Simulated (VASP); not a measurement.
# Ga (Pm-3m) in VASP: a series of runs

The runs below take Ga through relaxation of cell and atoms, with PBE.

Everything below comes from runs of VASP 6.6.1. Logs are shortened: lines on timing, memory, paths and dates and some standing lists are left out, and cuts for length are marked.

### Step 1. The cell of the first run

The structure is cubic, space group Pm-3m (No. 221). Conventional cell: a = 2.516 Å, b = 2.516 Å, c = 2.516 Å, α = 90.00°, β = 90.00°, γ = 90.00°. Within 3.3 Å of Ga (site symmetry m-3m) lie 6 Ga at 2.52 Å.

### Step 2. Relaxation of cell and atoms, PBE, target pressure 19 GPa, at which the enthalpy is minimised

The input, INCAR:

```
PREC = Accurate
ENCUT = 600
EDIFF = 1E-7
ISMEAR = -1
SIGMA = 0.08
LREAL = False
LASPH = True
NELM = 100
ALGO = Normal
ISIF = 3
LWAVE = False
LCHARG = False
GGA = PE
IBRION = 2
NSW = 32
EDIFFG = -0.005
PSTRESS = 190.0
```

The input, KPOINTS:

```
Automatic mesh
0
Gamma
  15 15 15
```

The input, POSCAR:

```
Ga
1.0
    2.5161942071      0.0000000000      0.0000000000
    0.0000000000      2.5161942071      0.0000000000
    0.0000000000      0.0000000000      2.5161942071
Ga
1
Direct
    0.0000000000      0.0000000000      0.0000000000
```

Potentials or basis: VASP PAW PBE potentials, release 64 (Ga_d).

Run with:

```
$ cat potpaw_PBE.64/Ga_d/POTCAR > POTCAR
$ mpirun -np 1 vasp_std > vasp.out
```

OUTCAR:

```text
PREC = Accurate
   ENCUT = 600
   EDIFF = 1E-7
   ISMEAR = -1
   LREAL = False
   LASPH = True
   NELM = 100
   ISIF = 3
   GGA = PE
   IBRION = 2
   NSW = 32
   EDIFFG = -0.005
   PSTRESS = 190.0

 ion  position               nearest neighbor table
   1  0.000  0.000  0.000-

  LATTYP: Found a simple cubic cell.
 ALAT       =     2.5161942071

  Lattice vectors:

 A1 = (   2.5161942071,   0.0000000000,   0.0000000000)
 A2 = (   0.0000000000,   2.5161942071,   0.0000000000)
 A3 = (   0.0000000000,   0.0000000000,   2.5161942071)

Analysis of symmetry for initial positions (statically):
=====================================================================
 Subroutine PRICEL returns:
 Original cell was already a primitive cell.

 Routine SETGRP: Setting up the symmetry group for a
 simple cubic supercell.

 Subroutine GETGRP returns: Found 48 space group operations
 (whereof 48 operations were pure point group operations)
 out of a pool of 48 trial point group operations.

The static configuration has the point symmetry O_h .

Analysis of symmetry for dynamics (positions and initial velocities):
=====================================================================
 Subroutine PRICEL returns:
 Original cell was already a primitive cell.

 Routine SETGRP: Setting up the symmetry group for a
 simple cubic supercell.

 Subroutine GETGRP returns: Found 48 space group operations
 (whereof 48 operations were pure point group operations)
 out of a pool of 48 trial point group operations.

The dynamic configuration has the point symmetry O_h .

 Subroutine INISYM returns: Found 48 space group operations
 (whereof 48 operations are pure point group operations),
 and found     1 'primitive' translations

----------------------------------------------------------------------------------------

                                     Primitive cell

  volume of cell :      15.9306

  direct lattice vectors                    reciprocal lattice vectors
     2.516194207  0.000000000  0.000000000     0.397425603  0.000000000  0.000000000
     0.000000000  2.516194207  0.000000000     0.000000000  0.397425603  0.000000000
     0.000000000  0.000000000  2.516194207     0.000000000  0.000000000  0.397425603

  length of vectors
     2.516194207  2.516194207  2.516194207     0.397425603  0.397425603  0.397425603

  position of ions in fractional coordinates (direct lattice)
     0.000000000  0.000000000  0.000000000

  ion indices of the primitive-cell ions
   primitive index   ion index
                 1           1

----------------------------------------------------------------------------------------

 KPOINTS: Automatic mesh

Automatic generation of k-mesh.
 Grid dimensions read from file:
 generate k-points for:   15   15   15

 Generating k-lattice:

  Cartesian coordinates                     Fractional coordinates (reciprocal lattice)
     0.026495040  0.000000000  0.000000000     0.066666667  0.000000000  0.000000000
     0.000000000  0.026495040  0.000000000     0.000000000  0.066666667  0.000000000
     0.000000000  0.000000000  0.026495040     0.000000000  0.000000000  0.066666667

  Length of vectors
     0.026495040  0.026495040  0.026495040

  Shift w.r.t. Gamma in fractional coordinates (k-lattice)
     0.000000000  0.000000000  0.000000000

 Subroutine IBZKPT returns following result:
 ===========================================

 Found    120 irreducible k-points:

 Following reciprocal coordinates:
            Coordinates               Weight
  0.000000  0.000000  0.000000      1.000000
  0.066667  0.000000  0.000000      6.000000
  0.133333  0.000000  0.000000      6.000000
  0.200000  0.000000  0.000000      6.000000
  0.266667  0.000000  0.000000      6.000000
  0.333333  0.000000  0.000000      6.000000
[... 16 lines left out ...]
  0.266667  0.200000  0.000000     24.000000
  0.333333  0.200000  0.000000     24.000000
 [... further k-points ...]
   k-points           NKPTS =    120   k-points in BZ     NKDIM =    120   number of bands    NBANDS=     10
   number of dos      NEDOS =    301   number of ions     NIONS =      1
   total plane-waves  NPLWV =   8000
   dimension x,y,z NGX =    20 NGY =   20 NGZ =   20
   dimension x,y,z NGXF=    40 NGYF=   40 NGZF=   40
   ions per type =               1
   NGX,Y,Z   is equivalent  to a cutoff of  13.21, 13.21, 13.21 a.u.
   NGXF,Y,Z  is equivalent  to a cutoff of  26.43, 26.43, 26.43 a.u.
 SYSTEM =  unknown system
   PREC   = accura    normal or accurate (medium, high low for compatibility)
   ISTART =      0    job   : 0-new  1-cont  2-samecut
   ICHARG =      2    charge: 1-file 2-atom 10-const
   ISPIN  =      1    spin polarized calculation?
   LNONCOLLINEAR =      F non collinear calculations
   LSORBIT =      F    spin-orbit coupling
   LASPH  =      T    aspherical Exc in radial PAW
   ENCUT  =  600.0 eV  44.10 Ry    6.64 a.u.   5.03  5.03  5.03*2*pi/ulx,y,z
   NELM   =    100;   NELMIN=  2; NELMDL= -5     # of ELM steps
   EDIFF  = 0.1E-06   stopping-criterion for ELM
   LREAL  =      F    real-space projection
   EDIFFG = -.5E-02   stopping-criterion for IOM
   NSW    =     32    number of steps for IOM
   IBRION =      2    ionic relax: 0-MD 1-quasi-New 2-CG
   NFREE  =      1    steps in history (QN), initial steepest desc. (CG)
   ISIF   =      3    stress and relaxation
   ISYM   =      2    0-nonsym 1-usesym 2-fastsym
   POTIM  = 0.5000    time-step for ionic-motion
   TEBEG  =    0.0;   TEEND  =   0.0 temperature during run
   PSTRESS=  190.0 pullay stress
   NELECT =      13.0000    total number of electrons
   NUPDOWN=      -1.0000    fix difference up-down
   EMIN   =  10.00;   EMAX   =-10.00  energy-range for DOS
   EFERMI =   0.00;   METHOD = LEGACY
   ISMEAR =    -1;   SIGMA  =   0.08  broadening in eV -4-tet -1-fermi 0-gaus
   EFERMI_NEDOS =   21; number of points for ismear=-14 and -15
   IALGO  =     38    algorithm
   IMIX   =      4    mixing-type and parameters
     AMIX     =   0.40;   BMIX     =  1.00
     AMIX_MAG =   1.60;   BMIX_MAG =  1.00
  volume/ion in A,a.u.               =      15.93       107.51
  Fermi-wavevector in a.u.,A,eV,Ry     =   1.529837  2.890972 31.843087  2.340401
  Thomas-Fermi vector in A             =   2.637403
   LORBIT       =      0    0 simple, 1 ext, 2 COOP (PROOUT), +10 PAW based schemes
   GGA     = PE    functional components
   LHFCALC =     F    Hartree Fock is set to
   AEXX    =    0.0000 exact exchange contribution
   IVDW    =     0    specifies the selected vdW correction
   LEPSILON=     F    determine dielectric tensor
   LRPA    =     F    only Hartree local field effects (RPA)
 conjugate gradient relaxation of ions
 non-spin polarized calculation
  energy-cutoff  :      600.00
  volume of cell :       15.93
 maximum number of plane-waves:       549
   NGX = 11   NGY = 11   NGZ = 11

--------------------------------------- Ionic step        1  -------------------------------------------

 number of electron      13.0000017 magnetization

 Free energy of the ion-electron system (eV)
  ---------------------------------------------------
  ext. energy  EPLUGINS =         0.00000000
  ---------------------------------------------------
  free energy    TOTEN  =        -2.62747136 eV

  energy without entropy =       -2.62093896  energy(sigma->0) =       -2.62420516

------------------------ aborting loop because EDIFF is reached ----------------------------------------

  FORCE on cell =-STRESS in cart. coord.  units (eV):
  Direction    XX          YY          ZZ          XY          YZ          ZX
  --------------------------------------------------------------------------------------
  -------------------------------------------------------------------------------------
  Total        1.9111350      1.9111350      1.9111350     -0.0000000      0.0000000      0.0000000
  in kB      192.2071252    192.2071252    192.2071252     -0.0000000      0.0000000      0.0000000
  external PRESSURE =       2.2071252 kB  Pullay stress =     190.0000000 kB
[... 59 lines left out ...]
  enthalpy is  TOTEN    =        -0.7382840925 eV   P V=        1.8951960769

--------------------------------------- Ionic step        3  -------------------------------------------

 number of electron      13.0000018 magnetization

 Free energy of the ion-electron system (eV)
  ---------------------------------------------------
  ext. energy  EPLUGINS =         0.00000000
  ---------------------------------------------------
  free energy    TOTEN  =        -2.63076089 eV

  energy without entropy =       -2.62420897  energy(sigma->0) =       -2.62748493

 E-fermi :   6.9067     XC(G=0): -11.7986

 val. band max:        6.8858847356   @ k =   0.3333   0.2000   0.0667
 cond. band min:       6.9523237907   @ k =   0.4000   0.4000   0.1333
 fundamental gap:      0.0664390551
 Fermi energy:         6.9066653904

 k-point     1 :       0.0000    0.0000    0.0000
  band No.  band energies     occupation
      1      -8.6468      2.00000
      2      -8.6468      2.00000
      3      -7.7796      2.00000
      4      -7.7796      2.00000
      5      -7.7796      2.00000
      6      -5.3657      2.00000
      7      17.5080      0.00000
      8      17.5080      0.00000
      9      17.5080      0.00000
     10      20.3991      0.00000
[... 287 lines left out ...]
 k-point    24 :       0.3333    0.2000    0.0000
  band No.  band energies     occupation
      1      -8.4815      2.00000
      2      -8.1220      2.00000
      3      -8.1138      2.00000
      4      -7.9505      2.00000
      5      -7.8441      2.00000
      6      -1.6510      2.00000
      7       6.7815      1.65385
      8      13.3433      0.00000
      9      21.2788      0.00000
     10      21.5029      0.00000

 [... further k-points ...]

------------------------ aborting loop because EDIFF is reached ----------------------------------------

  FORCE on cell =-STRESS in cart. coord.  units (eV):
  Direction    XX          YY          ZZ          XY          YZ          ZX
  --------------------------------------------------------------------------------------
  -------------------------------------------------------------------------------------
  Total        1.8946098      1.8946098      1.8946098      0.0000000      0.0000000     -0.0000000
  in kB      190.2156857    190.2156857    190.2156857      0.0000000      0.0000000     -0.0000000
  external PRESSURE =       0.2156857 kB  Pullay stress =     190.0000000 kB
[... 16 lines left out ...]
  FREE ENERGIE OF THE ION-ELECTRON SYSTEM (eV)
  ---------------------------------------------------
  free  energy   TOTEN  =        -2.6307608915 eV

  energy  without entropy=       -2.6242089653  energy(sigma->0) =       -2.62748493

  enthalpy is  TOTEN    =        -0.7382993936 eV   P V=        1.8924614979

 reached required accuracy - stopping structural energy minimisation
```

Run time: 18 s. Hardware: 1 thread of Intel Xeon 6975P-C, shared host; peak memory 0.14 GiB.

Results:

```
Free energy                                            : -2.6308 eV
Relaxed volume                                         : 15.96 Å³/atom
Relaxed cell                                           : a = 2.518 Å, b = 2.518 Å, c = 2.518 Å, α = 90.00°, β = 90.00°, γ = 90.00°
Space group after relaxing (to 0.05 Å)                 : Pm-3m (No. 221)
Energy change on relaxing (the enthalpy is what falls) : -3.3 meV/atom
Ionic steps                                            : 3
Pressure after relaxing                                : 19.0 GPa
```

Step by step:
| step | energy change (eV) | largest force (eV/Å) | pressure (GPa) | volume (Å³) |
| --- | --- | --- | --- | --- |
| 1 | 0.0000 | 0.0000 | 19.22 | 15.93 |
| 2 | -0.0060 | 0.0000 | 18.73 | 15.98 |
| 3 | -0.0033 | 0.0000 | 19.02 | 15.96 |

Final structure:
```
Ga
1.0
     2.51765    0.00000    0.00000
     0.00000    2.51765    0.00000
     0.00000    0.00000    2.51765
Ga
1
Direct
  0.00000 0.00000 0.00000
```

Caveat: the cell is relaxed towards a set pressure, so the enthalpy falls and the energy may rise.

### Step 3. Relaxation of cell and atoms, PBE, target pressure 19 GPa, at which the enthalpy is minimised

This run uses another cell than the first one, of 16.08 Å³/atom, 1.010 times its volume.

Changes to INCAR since step 2:

```diff
@@ -7,3 +7,3 @@
 LASPH = True
-NELM = 100
+NELM = 60
 ALGO = Normal
@@ -14,3 +14,3 @@
 IBRION = 2
-NSW = 32
+NSW = 60
 EDIFFG = -0.005
```

KPOINTS is that of step 2.

The input, POSCAR:

```
Ga
1.0
    2.5241455989      0.0000000000      0.0000000000
    0.0000000000      2.5241455989      0.0000000000
    0.0000000000      0.0000000000      2.5241455989
Ga
1
Direct
    0.0000000000      0.0000000000      0.0000000000
```

Potentials or basis: VASP PAW PBE potentials, release 64 (Ga_d).

Run with:

```
$ cat potpaw_PBE.64/Ga_d/POTCAR > POTCAR
$ mpirun -np 1 vasp_std > vasp.out
```

OUTCAR:

```text
PREC = Accurate
   ENCUT = 600
   EDIFF = 1E-7
   ISMEAR = -1
   LREAL = False
   LASPH = True
   NELM = 60
   ISIF = 3
   GGA = PE
   IBRION = 2
   NSW = 60
   EDIFFG = -0.005
   PSTRESS = 190.0

 ion  position               nearest neighbor table
   1  0.000  0.000  0.000-

  LATTYP: Found a simple cubic cell.
 ALAT       =     2.5241455989

  Lattice vectors:

 A1 = (   2.5241455989,   0.0000000000,   0.0000000000)
 A2 = (   0.0000000000,   2.5241455989,   0.0000000000)
 A3 = (   0.0000000000,   0.0000000000,   2.5241455989)

Analysis of symmetry for initial positions (statically):
=====================================================================
 Subroutine PRICEL returns:
 Original cell was already a primitive cell.

 Routine SETGRP: Setting up the symmetry group for a
 simple cubic supercell.

 Subroutine GETGRP returns: Found 48 space group operations
 (whereof 48 operations were pure point group operations)
 out of a pool of 48 trial point group operations.

The static configuration has the point symmetry O_h .

Analysis of symmetry for dynamics (positions and initial velocities):
[... 166 lines left out ...]
  in kB      179.9929917    179.9929917    179.9929917      0.0000000     -0.0000000      0.0000000
  external PRESSURE =     -10.0070083 kB  Pullay stress =     190.0000000 kB
[... 61 lines left out ...]
--------------------------------------- Ionic step        3  -------------------------------------------

 number of electron      13.0000017 magnetization

 Free energy of the ion-electron system (eV)
  ---------------------------------------------------
  ext. energy  EPLUGINS =         0.00000000
  ---------------------------------------------------
  free energy    TOTEN  =        -2.63063967 eV

  energy without entropy =       -2.62408882  energy(sigma->0) =       -2.62736425

 E-fermi :   6.9076     XC(G=0): -11.7991

 val. band max:        6.8868689431   @ k =   0.3333   0.2000   0.0667
 cond. band min:       6.9532504267   @ k =   0.4000   0.4000   0.1333
 fundamental gap:      0.0663814836
 Fermi energy:         6.9076406986

 k-point     1 :       0.0000    0.0000    0.0000
  band No.  band energies     occupation
      1      -8.6461      2.00000
      2      -8.6461      2.00000
      3      -7.7788      2.00000
      4      -7.7788      2.00000
      5      -7.7788      2.00000
      6      -5.3655      2.00000
      7      17.5097      0.00000
      8      17.5097      0.00000
      9      17.5097      0.00000
     10      20.4008      0.00000
[... 287 lines left out ...]
 k-point    24 :       0.3333    0.2000    0.0000
  band No.  band energies     occupation
      1      -8.4809      2.00000
      2      -8.1212      2.00000
      3      -8.1130      2.00000
      4      -7.9498      2.00000
      5      -7.8433      2.00000
      6      -1.6505      2.00000
      7       6.7825      1.65384
      8      13.3448      0.00000
      9      21.2809      0.00000
     10      21.5046      0.00000

 [... further k-points ...]

------------------------ aborting loop because EDIFF is reached ----------------------------------------

  FORCE on cell =-STRESS in cart. coord.  units (eV):
  Direction    XX          YY          ZZ          XY          YZ          ZX
  --------------------------------------------------------------------------------------
  -------------------------------------------------------------------------------------
  Total        1.8954534      1.8954534      1.8954534     -0.0000000     -0.0000000     -0.0000000
  in kB      190.3180972    190.3180972    190.3180972     -0.0000000     -0.0000000     -0.0000000
  external PRESSURE =       0.3180972 kB  Pullay stress =     190.0000000 kB
[... 20 lines left out ...]
  energy  without entropy=       -2.6240888185  energy(sigma->0) =       -2.62736425

  enthalpy is  TOTEN    =        -0.7383543397 eV   P V=        1.8922853344

 reached required accuracy - stopping structural energy minimisation
```

OSZICAR:

```text
N       E                     dE             d eps       ncg     rms          rms(c)
DAV:   1     0.374004126333E+02    0.37400E+02   -0.75757E+03  2472   0.255E+03
DAV:   2    -0.141187892745E+01   -0.38812E+02   -0.37922E+02  2478   0.255E+02
DAV:   3    -0.266624766165E+01   -0.12544E+01   -0.12496E+01  2778   0.433E+01
[... 21 lines left out ...]
DAV:   2    -0.263200709019E+01    0.53439E-02   -0.97480E-03  2698   0.233E+00    0.212E-01
DAV:   3    -0.263080116326E+01    0.12059E-02   -0.12850E-03  2646   0.804E-01    0.499E-02
DAV:   4    -0.263063933218E+01    0.16183E-03   -0.13142E-04  3464   0.239E-01    0.158E-03
DAV:   5    -0.263063960495E+01   -0.27277E-06   -0.56743E-07  2754   0.118E-02    0.724E-04
DAV:   6    -0.263063967408E+01   -0.69128E-07   -0.16374E-07  1914   0.849E-03
   3 F= -.73835434E+00 E0= -.73507891E+00  d E =-.397240E-03
```

CONTCAR:

```text
Ga
   1.00000000000000
     2.5175679529705000    0.0000000000000000    0.0000000000000000
     0.0000000000000000    2.5175679529705000    0.0000000000000000
    -0.0000000000000000   -0.0000000000000000    2.5175679529705000
  Ga
     1
Direct
     0.0000000000000000    0.0000000000000000    0.0000000000000000

  0.00000000E+00  0.00000000E+00  0.00000000E+00
```

It took 22 s on 1 thread of Intel Xeon 6975P-C, shared host; peak memory 0.15 GiB.

Results:

```
Free energy                                            : -2.6306 eV
Relaxed volume                                         : 15.96 Å³/atom
Relaxed cell                                           : a = 2.518 Å, b = 2.518 Å, c = 2.518 Å, α = 90.00°, β = 90.00°, γ = 90.00°
Space group after relaxing (to 0.05 Å)                 : Pm-3m (No. 221)
Energy change on relaxing (the enthalpy is what falls) : +14.5 meV/atom
Ionic steps                                            : 3
Pressure after relaxing                                : 19.0 GPa
```

Step by step:
```csv
step,energy change (eV),largest force (eV/Å),pressure (GPa),volume (Å³)
1,0.0000,0.0000,18.00,16.08
2,0.0275,0.0000,19.88,15.85
3,0.0145,0.0000,19.03,15.96
```

Final structure:
```
CELL_PARAMETERS angstrom
2.51757 0.00000 0.00000
0.00000 2.51757 0.00000
0.00000 0.00000 2.51757
ATOMIC_POSITIONS crystal
Ga 0.00000 0.00000 0.00000
```

Caveat: the cell is relaxed towards a set pressure, so the enthalpy falls and the energy may rise.
